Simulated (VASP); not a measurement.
Set up this calculation in VASP 6.6.1, as the native input.

* Task: single point
* Functional: r2SCAN
* Potentials or basis: VASP PAW PBE potentials, release 64 (Ti_sv, Al)
* Cutoff: 550 eV
* k mesh: 16 × 16 × 16
* Occupations: gaussian, width 0.1 eV
* Spin: no spin polarisation
* Dipole correction: no
* Further INCAR settings: ALGO = Normal; EDIFF = 1e-06; NBANDS = 18

The system is TiAl3.

```xyz
4
Lattice="-1.9309 1.9309 4.3243 1.9309 -1.9309 4.3243 1.9309 1.9309 -4.3243" Properties=species:S:1:pos:R:3 pbc="T T T"
Ti    0.0000    0.0000    0.0000
Al    0.0000    0.0000    4.3243
Al    0.0000    1.9309    2.1622
Al    1.9309    0.0000    2.1622
```

One way to write it, as run:

POSCAR

```
TiAl3
1.0
   -1.9309322830      1.9309322830      4.3243129928
    1.9309322830     -1.9309322830      4.3243129928
    1.9309322830      1.9309322830     -4.3243129928
Ti Al
1 3
Direct
    0.0000000000      0.0000000000      0.0000000000
    0.5000000000      0.5000000000      0.0000000000
    0.7500000000      0.2500000000      0.5000000000
    0.2500000000      0.7500000000      0.5000000000
```

INCAR.step1

```
PREC = Accurate ; ENCUT = 550
ISMEAR = 0 ; SIGMA = 0.1
LREAL = False ; LASPH = True
NELM = 120 ; NBANDS = 18
GGA = PE ; ALGO = Normal
EDIFF = 1E-5 ; LWAVE = True
LCHARG = False ; GGA_COMPAT = False
```

INCAR.step2

```
PREC = Accurate ; ENCUT = 550
EDIFF = 1E-6 ; ISMEAR = 0
SIGMA = 0.1 ; LREAL = False
LASPH = True ; NELM = 120
ALGO = Normal ; ISIF = 2
LWAVE = False ; LCHARG = True
METAGGA = R2SCAN ; LMIXTAU = True
LELF = True ; LVHAR = True
NBANDS = 18 ; ISTART = 1
GGA_COMPAT = False
```

KPOINTS

```
Automatic mesh
0
Gamma
  16 16 16
```

Potentials or basis: VASP PAW PBE potentials, release 64 (Ti_sv, Al).

Command:

```console
$ cat potpaw_PBE.64/Ti_sv/POTCAR potpaw_PBE.64/Al/POTCAR > POTCAR
$ cp INCAR.step1 INCAR
$ mpirun -np 1 vasp_std > vasp.out
$ cp INCAR.step2 INCAR
$ mpirun -np 1 vasp_std > vasp.out
```

Results of the run:

The pressure is -3.3 GPa and the band gap on the k mesh is zero (an odd number of electrons rules out a gap without spin polarisation).

Caveat: the cell stands under tension; the PAW data sets were made with another functional, which shifts forces and pressure a little.

Wall time 28 min on 1 thread of AMD EPYC 9R45 96-Core Processor (Zen 5), on a shared host, peak memory 0.54 GiB.
